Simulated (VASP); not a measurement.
# As (P-1) in VASP: notebook

Runs on As. Level: PBE-based screened hybrid. Tasks: single point.

Program: VASP 6.6.1. These are calculated values, not measurements. Logs are shortened: lines on timing, memory, paths and dates and some standing lists are left out, and cuts for length are marked.

### 1 The cell of the first run

The typed cell holds 2 atoms: a = 2.704 Å, b = 2.704 Å, c = 5.407 Å, α = 90.00°, β = 90.00°, γ = 90.00°.

### 2 Single point, PBE-based screened hybrid

Contents of POSCAR:

```
As
1.0
    2.7036817400      0.0000000000      0.0000000000
    0.0000000000      2.7036817400      0.0000000000
    0.0000000000      0.0000000000      5.4073634900
As
2
Direct
    0.4174883800      0.4846435100      0.2429717800
    0.5825116200      0.5153564900      0.7570282200
```

Contents of INCAR.step1:

```
PREC = Accurate ; ENCUT = 520
EDIFF = 1E-5 ; ISMEAR = -1
SIGMA = 0.05 ; LREAL = False
LASPH = True ; NELM = 80
ALGO = Normal ; ISIF = 2
LWAVE = True ; LCHARG = False
NBANDS = 12 ; GGA = PE
```

Contents of INCAR.step2:

```
PREC = Accurate ; ENCUT = 520
EDIFF = 1E-6 ; ISMEAR = -1
SIGMA = 0.05 ; LREAL = False
LASPH = True ; NELM = 80
ALGO = Normal ; ISIF = 2
LWAVE = False ; LCHARG = False
GGA = PE ; LHFCALC = True
AEXX = 0.2 ; HFSCREEN = 0.2
PRECFOCK = Normal ; NBANDS = 12
ISTART = 1
```

Contents of KPOINTS:

```
Automatic mesh
0
Gamma
  5 5 3
```

Potentials or basis: VASP PAW PBE potentials, release 64 (As).

Started as:

```bash
$ cat potpaw_PBE.64/As/POTCAR > POTCAR
$ cp INCAR.step1 INCAR
$ mpirun -np 1 vasp_std > vasp.out
$ cp INCAR.step2 INCAR
$ mpirun -np 1 vasp_std > vasp.out
```

OUTCAR:

```text
PREC = Accurate
   ENCUT = 520
   EDIFF = 1E-6
   ISMEAR = -1
   LREAL = False
   LASPH = True
   NELM = 80
   ISIF = 2
   GGA = PE
   LHFCALC = True
   AEXX = 0.2
   HFSCREEN = 0.2
   PRECFOCK = Normal
   ISTART = 1

 ion  position               nearest neighbor table
   1  0.417  0.485  0.243-   2 2.67   2 2.82
   2  0.583  0.515  0.757-   1 2.67   1 2.82

  LATTYP: Found a simple tetragonal cell.
 ALAT       =     2.7036817400
 C/A-ratio  =     2.0000000037

  Lattice vectors:

 A1 = (   2.7036817400,   0.0000000000,   0.0000000000)
 A2 = (   0.0000000000,   2.7036817400,   0.0000000000)
 A3 = (   0.0000000000,   0.0000000000,   5.4073634900)

Analysis of symmetry for initial positions (statically):
=====================================================================
 Subroutine PRICEL returns:
 Original cell was already a primitive cell.

 Routine SETGRP: Setting up the symmetry group for a
 simple tetragonal supercell.

 Subroutine GETGRP returns: Found  2 space group operations
 (whereof  2 operations were pure point group operations)
 out of a pool of 16 trial point group operations.

The static configuration has the point symmetry S_2 .

Analysis of symmetry for dynamics (positions and initial velocities):
=====================================================================
 Subroutine PRICEL returns:
 Original cell was already a primitive cell.

 Routine SETGRP: Setting up the symmetry group for a
 simple tetragonal supercell.

 Subroutine GETGRP returns: Found  2 space group operations
 (whereof  2 operations were pure point group operations)
 out of a pool of 16 trial point group operations.

The dynamic configuration has the point symmetry S_2 .

 Subroutine INISYM returns: Found  2 space group operations
 (whereof  2 operations are pure point group operations),
 and found     1 'primitive' translations

----------------------------------------------------------------------------------------

                                     Primitive cell

  volume of cell :      39.5273

  direct lattice vectors                    reciprocal lattice vectors
     2.703681740  0.000000000  0.000000000     0.369866018  0.000000000  0.000000000
     0.000000000  2.703681740  0.000000000     0.000000000  0.369866018  0.000000000
     0.000000000  0.000000000  5.407363490     0.000000000  0.000000000  0.184933009

  length of vectors
     2.703681740  2.703681740  5.407363490     0.369866018  0.369866018  0.184933009

  position of ions in fractional coordinates (direct lattice)
     0.417488380  0.484643510  0.242971780
     0.582511620  0.515356490  0.757028220

  ion indices of the primitive-cell ions
   primitive index   ion index
                 1           1
                 2           2

----------------------------------------------------------------------------------------

 KPOINTS: Automatic mesh

Automatic generation of k-mesh.
 Grid dimensions read from file:
 generate k-points for:    5    5    3

 Generating k-lattice:

  Cartesian coordinates                     Fractional coordinates (reciprocal lattice)
     0.073973204  0.000000000  0.000000000     0.200000000  0.000000000  0.000000000
     0.000000000  0.073973204  0.000000000     0.000000000  0.200000000  0.000000000
     0.000000000  0.000000000  0.061644336     0.000000000  0.000000000  0.333333333

  Length of vectors
     0.073973204  0.073973204  0.061644336

  Shift w.r.t. Gamma in fractional coordinates (k-lattice)
     0.000000000  0.000000000  0.000000000

 Subroutine IBZKPT returns following result:
 ===========================================

 Found     38 irreducible k-points:

 Following reciprocal coordinates:
            Coordinates               Weight
  0.000000  0.000000  0.000000      1.000000
  0.200000  0.000000  0.000000      2.000000
  0.000000  0.200000  0.000000      2.000000
  0.400000  0.000000  0.000000      2.000000
  0.000000  0.400000  0.000000      2.000000
  0.200000  0.200000  0.000000      2.000000
[... 16 lines left out ...]
  0.200000  0.200000  0.333333      2.000000
 -0.200000  0.200000  0.333333      2.000000
 [... further k-points ...]
   k-points           NKPTS =     38   k-points in BZ     NKDIM =     75   number of bands    NBANDS=     12
   number of dos      NEDOS =    301   number of ions     NIONS =      2
   total plane-waves  NPLWV =  16000
   dimension x,y,z NGX =    20 NGY =   20 NGZ =   40
   dimension x,y,z NGXF=    40 NGYF=   40 NGZF=   80
   ions per type =               2
   NGX,Y,Z   is equivalent  to a cutoff of  12.30, 12.30, 12.30 a.u.
   NGXF,Y,Z  is equivalent  to a cutoff of  24.60, 24.60, 24.60 a.u.
 SYSTEM =  unknown system
   PREC   = accura    normal or accurate (medium, high low for compatibility)
   ISTART =      1    job   : 0-new  1-cont  2-samecut
   ICHARG =      0    charge: 1-file 2-atom 10-const
   ISPIN  =      1    spin polarized calculation?
   LNONCOLLINEAR =      F non collinear calculations
   LSORBIT =      F    spin-orbit coupling
   LASPH  =      T    aspherical Exc in radial PAW
   ENCUT  =  520.0 eV  38.22 Ry    6.18 a.u.   5.03  5.03 10.05*2*pi/ulx,y,z
   NELM   =     80;   NELMIN=  2; NELMDL=  0     # of ELM steps
   EDIFF  = 0.1E-05   stopping-criterion for ELM
   LREAL  =      F    real-space projection
   EDIFFG = 0.1E-04   stopping-criterion for IOM
   NSW    =      0    number of steps for IOM
   IBRION =     -1    ionic relax: 0-MD 1-quasi-New 2-CG
   NFREE  =      0    steps in history (QN), initial steepest desc. (CG)
   ISIF   =      2    stress and relaxation
   ISYM   =      3    0-nonsym 1-usesym 2-fastsym
   POTIM  = 0.5000    time-step for ionic-motion
   TEBEG  =    0.0;   TEEND  =   0.0 temperature during run
   PSTRESS=    0.0 pullay stress
   NELECT =      10.0000    total number of electrons
   NUPDOWN=      -1.0000    fix difference up-down
   EMIN   =  10.00;   EMAX   =-10.00  energy-range for DOS
   EFERMI =   0.00;   METHOD = LEGACY
   ISMEAR =    -1;   SIGMA  =   0.05  broadening in eV -4-tet -1-fermi 0-gaus
   EFERMI_NEDOS =   21; number of points for ismear=-14 and -15
   IALGO  =     38    algorithm
   IMIX   =      1    mixing-type and parameters
     AMIX     =   0.40;   BMIX     =  1.00
     AMIX_MAG =   1.60;   BMIX_MAG =  1.00
  volume/ion in A,a.u.               =      19.76       133.37
  Fermi-wavevector in a.u.,A,eV,Ry     =   1.035403  1.956627 14.586243  1.072059
  Thomas-Fermi vector in A             =   2.169744
   LORBIT       =      0    0 simple, 1 ext, 2 COOP (PROOUT), +10 PAW based schemes
   GGA     = PE    functional components
   LHFCALC =     T    Hartree Fock is set to
   PRECFOCK=normal    Normal, Fast or Accurate (Low or Medium for compatibility)
   ENCUT4O =  -1.0   cutoff for four orbital integrals eV
   NKREDX  =     1    reduce k-point grid by
   NKREDY  =     1    reduce k-point grid by
   NKREDZ  =     1    reduce k-point grid by
   AEXX    =    0.2000 exact exchange contribution
   HFSCREEN=    0.2000 screening length (either q_TF or 0.3 A-1)
   HFSCREENC=   0.2000 screening length for correlation (either q_TF or 0.3 A-1)
   ENCUTFOCK=  -1.0 apply spherical cutoff to Coloumb kernel
   IVDW    =     0    specifies the selected vdW correction
   LEPSILON=     F    determine dielectric tensor
   LRPA    =     F    only Hartree local field effects (RPA)
 non-spin polarized calculation
  energy-cutoff  :      520.00
  volume of cell :       39.53
 maximum number of plane-waves:      1075
  NGX = 16; NGY = 16; NGZ = 32

 number of electron       9.9999997 magnetization

 Free energy of the ion-electron system (eV)
  ---------------------------------------------------
  ext. energy  EPLUGINS =         0.00000000
  ---------------------------------------------------
  free energy    TOTEN  =       -10.30926489 eV

  energy without entropy =      -10.29946917  energy(sigma->0) =      -10.30436703

 E-fermi :   6.1426     XC(G=0):  -9.0173

 val. band max:        6.0491099754   @ k =   0.2000  -0.2000   0.3333
 cond. band min:       6.1771713022   @ k =   0.2000   0.0000   0.3333
 fundamental gap:      0.1280613269
 Fermi energy:         6.1426057555

 k-point     1 :       0.0000    0.0000    0.0000
  band No.  band energies     occupation
      1     -10.5744      2.00000
      2      -7.1508      2.00000
      3      -1.7863      2.00000
      4      10.3155      0.00000
      5      10.4157      0.00000
      6      10.7879      0.00000
      7      11.9008      0.00000
      8      12.8931      0.00000
      9      14.7890      0.00000
     10      15.5854      0.00000
     11      17.2832      0.00000
     12      17.5045      0.00000

 k-point     2 :       0.2000    0.0000    0.0000
  band No.  band energies     occupation
      1      -9.7766      2.00000
      2      -6.3635      2.00000
      3      -1.0123      2.00000
      4       4.6940      2.00000
      5       7.7614      0.00000
      6      10.6422      0.00000
      7      11.1211      0.00000
      8      13.5190      0.00000
      9      14.8622      0.00000
     10      15.5767      0.00000
     11      16.9950      0.00000
     12      19.8035      0.00000

 k-point     3 :       0.0000    0.2000    0.0000
  band No.  band energies     occupation
      1      -9.7877      2.00000
      2      -6.3499      2.00000
      3      -1.0404      2.00000
      4       4.7079      2.00000
      5       7.8044      0.00000
      6      10.9882      0.00000
      7      11.4769      0.00000
      8      12.5714      0.00000
      9      14.4054      0.00000
     10      16.1450      0.00000
     11      17.5326      0.00000
     12      19.1637      0.00000
[... 286 lines left out ...]
 k-point    23 :       0.2000    0.2000    0.3333
  band No.  band energies     occupation
      1      -8.4596      2.00000
      2      -6.8717      2.00000
      3       2.2329      2.00000
      4       5.6655      1.99986
      5       6.1985      0.49303
      6       7.0719      0.00000
      7       7.3366      0.00000
      8       8.3299      0.00000
      9      16.5490      0.00000
     10      17.6484      0.00000
     11      19.7675      0.00000
     12      21.2138      0.00000

 k-point    24 :      -0.2000    0.2000    0.3333
  band No.  band energies     occupation
      1      -8.4574      2.00000
      2      -6.8756      2.00000
      3       2.2570      2.00000
      4       5.7060      1.99968
      5       5.9398      1.96596
      6       7.1547      0.00000
      7       7.6458      0.00000
      8       8.0716      0.00000
      9      16.7548      0.00000
     10      17.5081      0.00000
     11      19.8039      0.00000
     12      21.0154      0.00000

 [... further k-points ...]

------------------------ aborting loop because EDIFF is reached ----------------------------------------

  FORCE on cell =-STRESS in cart. coord.  units (eV):
  Direction    XX          YY          ZZ          XY          YZ          ZX
  --------------------------------------------------------------------------------------
  -------------------------------------------------------------------------------------
  Total        0.8021017      0.2808868     -2.0001292      0.0685884      0.0190851      0.1465848
  in kB       32.5119712     11.3853209    -81.0721963      2.7801279      0.7735841      5.9415909
  external PRESSURE =     -12.3916348 kB  Pullay stress =       0.0000000 kB

 VOLUME and BASIS-vectors are now :
 -----------------------------------------------------------------------------
  energy-cutoff  :      520.00
  volume of cell :       39.53
      direct lattice vectors                 reciprocal lattice vectors
     2.703681740  0.000000000  0.000000000     0.369866018  0.000000000  0.000000000
     0.000000000  2.703681740  0.000000000     0.000000000  0.369866018  0.000000000
     0.000000000  0.000000000  5.407363490     0.000000000  0.000000000  0.184933009

 POSITION                                       TOTAL-FORCE (eV/Angst)
 -----------------------------------------------------------------------------------
      1.12876      1.31032      1.31384         0.236877      0.039828     -0.197472
      1.57493      1.39336      4.09353        -0.236877     -0.039828      0.197472
 -----------------------------------------------------------------------------------
    total drift:                               -0.000000     -0.000000     -0.000000

  FREE ENERGIE OF THE ION-ELECTRON SYSTEM (eV)
  ---------------------------------------------------
  free  energy   TOTEN  =       -10.3092648900 eV

  energy  without entropy=      -10.2994691669  energy(sigma->0) =      -10.30436703
```

Run time: 8.9 min. Hardware: 1 thread of AMD EPYC 7R13 (Zen 3), shared host; peak memory 0.23 GiB.

What came out:

```
Free energy            : -10.3093 eV
Pressure               : -1.2 GPa
Largest force          : 0.311 eV/Å
Band gap on the k mesh : zero (band 5 reaches 10.88 eV, above the bottom of band 6 at 3.66 eV)
```

Forces on the atoms (eV/Å):
```
As   0.237  0.040 -0.197
As  -0.237 -0.040  0.197
```

Stress tensor (GPa, compression positive):
```
 3.25  0.28  0.59
 0.28  1.14  0.08
 0.59  0.08 -8.11
```

Caveat: the k points lie up to 0.46 Å⁻¹ apart; the PAW data sets were made with another functional, which shifts forces and pressure a little.

### 3 Single point, PBE-based screened hybrid

POSCAR is that of step 2.

INCAR.step1 is that of step 2.

Changes to INCAR.step2 since step 2:

```diff
@@ -7,3 +7,3 @@
 GGA = PE ; LHFCALC = True
-AEXX = 0.2 ; HFSCREEN = 0.2
+AEXX = 0.25 ; HFSCREEN = 0.2
 PRECFOCK = Normal ; NBANDS = 12
```

KPOINTS is that of step 2.

Potentials or basis: VASP PAW PBE potentials, release 64 (As).

Started as:

```bash
$ cat potpaw_PBE.64/As/POTCAR > POTCAR
$ cp INCAR.step1 INCAR
$ mpirun -np 1 vasp_std > vasp.out
$ cp INCAR.step2 INCAR
$ mpirun -np 1 vasp_std > vasp.out
```

Run time: 8.3 min. Hardware: 1 thread of AMD EPYC 7R13 (Zen 3), shared host; peak memory 0.23 GiB.

Results (log left out):

| Quantity | Value |
| --- | --- |
| Free energy | -10.6739 eV |
| Pressure | -2.2 GPa |
| Largest force | 0.324 eV/Å |
| Band gap on the k mesh | zero (band 5 reaches 10.97 eV, above the bottom of band 6 at 3.58 eV) |

Forces on the atoms (eV/Å):
```
As   0.240  0.040 -0.214
As  -0.240 -0.040  0.214
```

Stress tensor (GPa, compression positive):
```
 2.44  0.27  0.55
 0.27  0.21  0.07
 0.55  0.07 -9.15
```

Levels at points of the mesh, in eV from the Fermi level:
```tsv
k point	band 3	band 4	band 5	band 6	band 7	band 8
(0.00, 0.00, 0.00)	-8.13	4.28	4.36	4.74	5.87	6.90
```

Caveat: the k points lie up to 0.46 Å⁻¹ apart; the PAW data sets were made with another functional, which shifts forces and pressure a little.

### 4 Single point, PBE-based screened hybrid

POSCAR is that of step 3.

Contents of INCAR.step1:

```
  ALGO = Normal
  EDIFF = 1E-5
  ENCUT = 520
  GGA = PE
  ISIF = 2
  ISMEAR = -1
  LASPH = T
  LCHARG = F
  LREAL = F
  LWAVE = T
  NBANDS = 12
  NELM = 100
  PREC = Accurate
  SIGMA = 0.05
```

Contents of INCAR.step2:

```
  AEXX = 0.3
  ALGO = Normal
  EDIFF = 1E-6
  ENCUT = 520
  GGA = PE
  HFSCREEN = 0.2
  ISIF = 2
  ISMEAR = -1
  ISTART = 1
  LASPH = T
  LCHARG = F
  LHFCALC = T
  LREAL = F
  LWAVE = F
  NBANDS = 12
  NELM = 100
  PREC = Accurate
  PRECFOCK = Normal
  SIGMA = 0.05
```

Contents of KPOINTS:

```
k-points
0
Gamma
  5 5 3
```

Started as:

```bash
$ cat potpaw_PBE.64/As/POTCAR > POTCAR
$ cp INCAR.step1 INCAR
$ mpirun -np 1 vasp_std > vasp.out
$ cp INCAR.step2 INCAR
$ mpirun -np 1 vasp_std > vasp.out
```

It took 7.9 min on 1 thread of AMD EPYC 7R13 (Zen 3), shared host; peak memory 0.23 GiB.

The run converged. Its results:

```yaml
Free_energy: -11.0432 eV
Pressure: -3.1 GPa
Largest_force: 0.335 eV/Å
Band_gap_on_the_k_mesh: zero (band 5 reaches 11.06 eV, above the bottom of band 6 at 3.49 eV)
```

Forces in eV/Å, atoms in the order of the input:
```
As   0.242  0.043 -0.228
As  -0.242 -0.043  0.228
```

Stress tensor (GPa, compression positive):
```
  1.62   0.21   0.49
  0.21  -0.74   0.07
  0.49   0.07 -10.20
```

Levels at points of the mesh, in eV from the Fermi level:
```tsv
k point	band 3	band 4	band 5	band 6	band 7	band 8
(0.00, 0.00, 0.00)	-8.33	4.39	4.45	4.84	5.99	7.06
```

Caveat: the k points lie up to 0.46 Å⁻¹ apart; the PAW data sets were made with another functional, which shifts forces and pressure a little.

### 5 Summary

| share of exact exchange | gap on the mesh (eV) | pressure (GPa) | largest force (eV/Å) |
| --- | --- | --- | --- |
| 0.2 | none | -1.2 | 0.31 |
| 0.25 | none | -2.2 | 0.32 |
| 0.3 | none | -3.1 | 0.34 |

Alike in all rows: task single point; level PBE-based screened hybrid; potentials or basis VASP PAW PBE potentials, release 64 (As); no spin polarisation; cell as given; k mesh 5 × 5 × 3; cutoff (eV) 520; smearing fermi-dirac 0.05 eV.

Caveats: all runs use coarse meshes; the PAW data sets were made with another functional, which shifts forces and pressure a little.

Total energies depend on the potentials used, so only differences within one code and one set of settings carry meaning.
